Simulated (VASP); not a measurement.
# Br (I4/mmm) in VASP: a series of runs, part 2 of 2

VASP 6.6.1. The steps go on from the part before.

## 4. Single point, PBE+D3(BJ)

This run uses another cell than the first one, of 26.26 Å³/atom.

Input file INCAR:

```
SYSTEM = Br
  PREC = Accurate
  ENCUT = 520
  EDIFF = 1E-6
  ISMEAR = 0
  SIGMA = 0.15
  LREAL = .False.
  LASPH = .True.
  NELM = 60
  ALGO = Fast
  ISIF = 2
  LWAVE = .False.
  LCHARG = .True.
  GGA = PE
  IVDW = 12
  LELF = .True.
  LVHAR = .True.
  NBANDS = 10
```

Input file KPOINTS:

```
regular mesh
0
Gamma
  22 22 22
  0 0 0
```

Input file POSCAR:

```
Br
1.0
   -1.4690500000      1.4690500000      3.0415500000
    1.4690500000     -1.4690500000      3.0415500000
    1.4690500000      1.4690500000     -3.0415500000
Br
1
Direct
    0.0000000000      0.0000000000      0.0000000000
```

Potentials or basis: VASP PAW PBE potentials, release 64 (Br).

Run with:

```sh
cat potpaw_PBE.64/Br/POTCAR > POTCAR
mpirun -np 1 vasp_std > vasp.out
```

OUTCAR:

```text
SYSTEM = Br
   PREC = Accurate
   ENCUT = 520
   EDIFF = 1E-6
   ISMEAR = 0
   LREAL = .False.
   LASPH = .True.
   NELM = 60
   ISIF = 2
   GGA = PE
   IVDW = 12
 IVDW          = 12

 ion  position               nearest neighbor table
   1  0.000  0.000  0.000-

  LATTYP: Found a body centered tetragonal cell.
 ALAT       =     2.9381000000
 C/A-ratio  =     2.0704196590

  Lattice vectors:

 A1 = (  -1.4690500000,   1.4690500000,   3.0415500000)
 A2 = (   1.4690500000,  -1.4690500000,   3.0415500000)
 A3 = (   1.4690500000,   1.4690500000,  -3.0415500000)

Analysis of symmetry for initial positions (statically):
=====================================================================
 Subroutine PRICEL returns:
 Original cell was already a primitive cell.

 Routine SETGRP: Setting up the symmetry group for a
 body centered tetragonal supercell.

 Subroutine GETGRP returns: Found 16 space group operations
 (whereof 16 operations were pure point group operations)
 out of a pool of 16 trial point group operations.

The static configuration has the point symmetry D_4h.

Analysis of symmetry for dynamics (positions and initial velocities):
=====================================================================
 Subroutine PRICEL returns:
 Original cell was already a primitive cell.

 Routine SETGRP: Setting up the symmetry group for a
 body centered tetragonal supercell.

 Subroutine GETGRP returns: Found 16 space group operations
 (whereof 16 operations were pure point group operations)
 out of a pool of 16 trial point group operations.

The dynamic configuration has the point symmetry D_4h.

 Subroutine INISYM returns: Found 16 space group operations
 (whereof 16 operations are pure point group operations),
 and found     1 'primitive' translations

----------------------------------------------------------------------------------------

                                     Primitive cell

[... 113 lines left out ...]
   GGA     = PE    functional components
   LHFCALC =     F    Hartree Fock is set to
   AEXX    =    0.0000 exact exchange contribution
   IVDW    =    12    specifies the selected vdW correction
   LEPSILON=     F    determine dielectric tensor
   LRPA    =     F    only Hartree local field effects (RPA)
 non-spin polarized calculation
 RMM-DIIS sequential band-by-band and
 Gauss-broadening in eV      SIGMA  =   0.15
  energy-cutoff  :      520.00
  volume of cell :       26.26
 maximum number of plane-waves:       730
   NGX = 13   NGY = 13   NGZ = 13

 number of electron       7.0000001 magnetization

 Free energy of the ion-electron system (eV)
  ---------------------------------------------------
  ext. energy  EPLUGINS =         0.00000000
  ---------------------------------------------------
  free energy    TOTEN  =        -1.32913711 eV

  energy without entropy =       -1.32371359  energy(sigma->0) =       -1.32642535

 E-fermi :   1.9217     XC(G=0):  -9.2452

 val. band max:        1.9213213535   @ k =  -0.3182  -0.3182   0.2273
 cond. band min:       1.9259664634   @ k =  -0.2273  -0.3182   0.2273
 fundamental gap:      0.0046451099
 Fermi energy:         1.9216510282

 k-point     1 :       0.0000    0.0000    0.0000
  band No.  band energies     occupation
      1     -13.9837      2.00000
      2       1.2332      2.00000
      3       2.9288      0.00000
      4       2.9288      0.00000
      5       8.9926      0.00000
      6      12.3959      0.00000
      7      13.1733      0.00000
      8      16.7247      0.00000
      9      16.7247      0.00000
     10      18.6968      0.00000
[... 287 lines left out ...]
 k-point    24 :      -0.4545    0.0455    0.0000
  band No.  band energies     occupation
      1     -12.4075      2.00000
      2      -3.2309      2.00000
      3       0.6186      2.00000
      4       3.2993      0.00000
      5       8.9648      0.00000
      6      13.8922      0.00000
      7      15.4769      0.00000
      8      16.7758      0.00000
      9      19.3520      0.00000
     10      20.6066      0.00000

 [... further k-points ...]

------------------------ aborting loop because EDIFF is reached ----------------------------------------

 Edisp (eV)   -0.28207

 E8    (eV) :    -0.1127

  FORCE on cell =-STRESS in cart. coord.  units (eV):
  Direction    XX          YY          ZZ          XY          YZ          ZX
  --------------------------------------------------------------------------------------
  -------------------------------------------------------------------------------------
  Total      -0.72548    -0.72548     0.87308     0.00000     0.00000     0.00000
  in kB     -44.26970   -44.26970    53.27633     0.00000     0.00000     0.00000
  external pressure =      -11.75 kB  Pullay stress =        0.00 kB

 VOLUME and BASIS-vectors are now :
 -----------------------------------------------------------------------------
  energy-cutoff  :      520.00
  volume of cell :       26.26
      direct lattice vectors                 reciprocal lattice vectors
    -1.469050000  1.469050000  3.041550000     0.000000000  0.340356012  0.164389867
     1.469050000 -1.469050000  3.041550000     0.340356012  0.000000000  0.164389867
     1.469050000  1.469050000 -3.041550000     0.340356012  0.340356012  0.000000000

 POSITION                                       TOTAL-FORCE (eV/Angst)
 -----------------------------------------------------------------------------------
      0.00000      0.00000      0.00000         0.000000      0.000000     -0.000000
 -----------------------------------------------------------------------------------
    total drift:                                0.000000      0.000000     -0.000000

  FREE ENERGIE OF THE ION-ELECTRON SYSTEM (eV)
  ---------------------------------------------------
  free  energy   TOTEN  =        -1.6112102863 eV

  energy  without entropy=       -1.6057867699  energy(sigma->0) =       -1.60849853
```

OSZICAR:

```text
N       E                     dE             d eps       ncg     rms          rms(c)
DAV:   1     0.205684090718E+02    0.20568E+02   -0.29254E+03 16768   0.541E+02
DAV:   2    -0.577004440647E+00   -0.21145E+02   -0.20627E+02 21306   0.969E+01
DAV:   3    -0.137081167479E+01   -0.79381E+00   -0.78392E+00 20354   0.175E+01
DAV:   4    -0.137325067054E+01   -0.24390E-02   -0.24387E-02 20260   0.116E+00
DAV:   5    -0.137325707998E+01   -0.64094E-05   -0.64096E-05 19892   0.577E-02    0.506E+00
RMM:   6    -0.134200909784E+01    0.31248E-01   -0.12324E-02 16908   0.670E-01    0.305E+00
RMM:   7    -0.132899491948E+01    0.13014E-01   -0.29916E-02 18340   0.112E+00    0.155E-01
RMM:   8    -0.132910972388E+01   -0.11480E-03   -0.20942E-03 18999   0.398E-01    0.143E-02
RMM:   9    -0.132913630427E+01   -0.26580E-04   -0.26958E-04 20415   0.146E-01    0.205E-02
RMM:  10    -0.132913665111E+01   -0.34684E-06   -0.34070E-05 19745   0.490E-02    0.501E-03
RMM:  11    -0.132913711027E+01   -0.45916E-06   -0.68519E-06 19312   0.220E-02
   1 F= -.16112103E+01 E0= -.16084985E+01  d E =-.542352E-02
```

Wall time 4.2 min (1 thread of Oxide Virtual Turin-like, shared host); peak memory 0.29 GiB.

What came out:

```yaml
Free_energy: -1.6112 eV
Pressure: -1.2 GPa
Band_gap_on_the_k_mesh: zero (an odd number of electrons rules out a gap without spin polarisation)
Dispersion_energy_per_atom: -0.282 eV
```

Stress tensor (GPa, compression positive):
```
-4.43  0.00  0.00
 0.00 -4.43  0.00
 0.00  0.00  5.33
```

Levels at points of the mesh, in eV from the Fermi level:
```
           k point  band 1  band 2  band 3  band 4  band 5  band 6  band 7  band 8  band 9
(0.00, 0.00, 0.00)  -15.91   -0.69    1.01    1.01    7.07   10.47   11.25   14.80   14.80
(0.50, 0.00, 0.00)  -14.30   -5.30   -1.35    1.55    6.91   11.76   14.59   14.80   17.38
(0.50, 0.50, 0.00)  -13.08   -4.26   -3.39   -0.62    5.79    7.85   15.25   15.59   16.46
(0.50, 0.50, 0.50)  -15.19   -4.62    0.46    0.46    8.56    9.03   15.09   20.41   20.41
```

Caveat: the stress differs along the axes, from -4 to 5 GPa; an odd number of electrons without spin polarisation forces a metal; a magnetic or distorted state may lie lower.

## 5. Single point, PBE+D3(BJ)

This run uses another cell than the first one, of 26.44 Å³/atom.

Input file INCAR:

```
PREC = Accurate
ENCUT = 520
EDIFF = 1E-6
ISMEAR = 0
SIGMA = 0.15
LREAL = F
LASPH = T
NELM = 60
ALGO = Fast
ISIF = 2
LWAVE = F
LCHARG = T
GGA = PE
IVDW = 12
LELF = T
LVHAR = T
NBANDS = 10
```

Input file KPOINTS:

```
regular mesh
0
Gamma
  22 22 22
```

Input file POSCAR:

```
Br
1.0
   -1.3979500000      1.3979500000      3.3826500000
    1.3979500000     -1.3979500000      3.3826500000
    1.3979500000      1.3979500000     -3.3826500000
Br
1
Direct
    0.0000000000      0.0000000000      0.0000000000
```

Run with:

```sh
cat potpaw_PBE.64/Br/POTCAR > POTCAR
mpirun -np 1 vasp_std > vasp.out
```

Run time: 4.7 min. Hardware: 1 thread of Oxide Virtual Turin-like, shared host; peak memory 0.31 GiB.

It converged, with:

* Free energy: -1.6840 eV
* Pressure: 2.4 GPa
* Band gap on the k mesh: zero (an odd number of electrons rules out a gap without spin polarisation)
* Dispersion energy per atom: -0.277 eV

Stress tensor (GPa, compression positive):
```
3.05 0.00 0.00
0.00 3.05 0.00
0.00 0.00 1.20
```

Levels at points of the mesh, in eV from the Fermi level:
```tsv
k point	band 1	band 2	band 3	band 4	band 5	band 6	band 7	band 8	band 9
(0.00, 0.00, 0.00)	-16.77	-2.30	1.03	1.03	5.55	9.75	10.55	15.80	15.80
(0.50, 0.00, 0.00)	-14.87	-6.36	-2.11	1.99	6.04	12.11	13.48	15.12	15.75
(0.50, 0.50, 0.00)	-13.18	-4.93	-4.51	-0.77	5.07	7.90	12.94	14.14	14.98
(0.50, 0.50, 0.50)	-16.40	-5.12	0.78	0.78	9.05	9.29	12.86	18.84	19.59
```

Caveat: an odd number of electrons without spin polarisation forces a metal; a magnetic or distorted state may lie lower.

## 6. Single point, PBE+D3(BJ)

This run uses another cell than the first one, of 26.84 Å³/atom.

Input file INCAR:

```
PREC = Accurate
ENCUT = 520
EDIFF = 1E-7
ISMEAR = 0
SIGMA = 0.15
LREAL = False
LASPH = True
NELM = 60
ALGO = Fast
ISIF = 2
LWAVE = False
LCHARG = False
GGA = PE
IVDW = 12
NBANDS = 10
```

Input file KPOINTS:

```
Automatic mesh
0
Gamma
  22 22 22
```

Input file POSCAR:

```
Br
1.0
   -1.4453500000      1.4453500000      3.2121000000
    1.4453500000     -1.4453500000      3.2121000000
    1.4453500000      1.4453500000     -3.2121000000
Br
1
Direct
    0.0000000000      0.0000000000      0.0000000000
```

Potentials or basis: VASP PAW PBE potentials, release 64 (Br).

Run with:

```sh
cat potpaw_PBE.64/Br/POTCAR > POTCAR
mpirun -np 1 vasp_std > vasp.out
```

It took 3.9 min on 1 thread of Oxide Virtual Turin-like, shared host; peak memory 0.3 GiB.

Results (log left out):

```yaml
Free_energy: -1.6671 eV
Pressure: -0.7 GPa
Band_gap_on_the_k_mesh: zero (an odd number of electrons rules out a gap without spin polarisation)
Dispersion_energy_per_atom: -0.275 eV
```

Stress tensor (GPa, compression positive):
```
-2.54  0.00  0.00
 0.00 -2.54  0.00
 0.00  0.00  2.91
```

Levels at points of the mesh, in eV from the Fermi level:
| k point | band 1 | band 2 | band 3 | band 4 | band 5 | band 6 | band 7 | band 8 | band 9 |
| --- | --- | --- | --- | --- | --- | --- | --- | --- | --- |
| (0.00, 0.00, 0.00) | -16.12 | -1.35 | 0.98 | 0.98 | 6.42 | 10.16 | 10.77 | 15.21 | 15.21 |
| (0.50, 0.00, 0.00) | -14.47 | -5.58 | -1.65 | 1.68 | 6.58 | 11.88 | 14.21 | 14.83 | 17.19 |
| (0.50, 0.50, 0.00) | -13.11 | -4.41 | -3.79 | -0.65 | 5.59 | 7.94 | 14.12 | 14.83 | 15.64 |
| (0.50, 0.50, 0.50) | -15.60 | -4.68 | 0.60 | 0.60 | 8.88 | 9.12 | 13.95 | 19.88 | 19.88 |

Caveat: the stress differs along the axes, from -3 to 3 GPa; an odd number of electrons without spin polarisation forces a metal; a magnetic or distorted state may lie lower.

## 7. The runs side by side

| cell | further INCAR settings | gap on the mesh (eV) | pressure (GPa) |
| --- | --- | --- | --- |
| a = 4.034 Å, angles 140.9, 140.9, 56.5°, 1 atom | ALGO = Fast; EDIFF = 1e-06; NBANDS = 10 | none | 7.5 |
| a = 3.789 Å, angles 135.9, 135.9, 64.1°, 1 atom | ALGO = Fast; EDIFF = 1e-06; NBANDS = 10 | none | 1.0 |
| a = 3.683 Å, angles 133.0, 133.0, 68.7°, 1 atom | ALGO = Fast; EDIFF = 1e-06; NBANDS = 10 | none | -1.2 |
| a = 3.918 Å, angles 138.2, 138.2, 60.6°, 1 atom | ALGO = Fast; EDIFF = 1e-06; NBANDS = 10 | none | 2.4 |
| a = 3.807 Å, angles 135.4, 135.4, 64.9°, 1 atom | ALGO = Fast; EDIFF = 1e-07; NBANDS = 10 | none | -0.7 |

Alike in all rows: task single point; level PBE+D3(BJ); potentials or basis VASP PAW PBE potentials, release 64 (Br); no spin polarisation; k mesh 22 × 22 × 22; cutoff (eV) 520; smearing gaussian 0.15 eV.

Caveats: an odd number of electrons without spin polarisation forces a metal; a magnetic or distorted state may lie lower; the stress differs along the axes, from -0 to 11 GPa (at least some runs); the stress differs along the axes, from -4 to 5 GPa (at least some runs); the stress differs along the axes, from -3 to 3 GPa (at least some runs).

Total energies depend on the potentials used, so only differences within one code and one set of settings carry meaning.
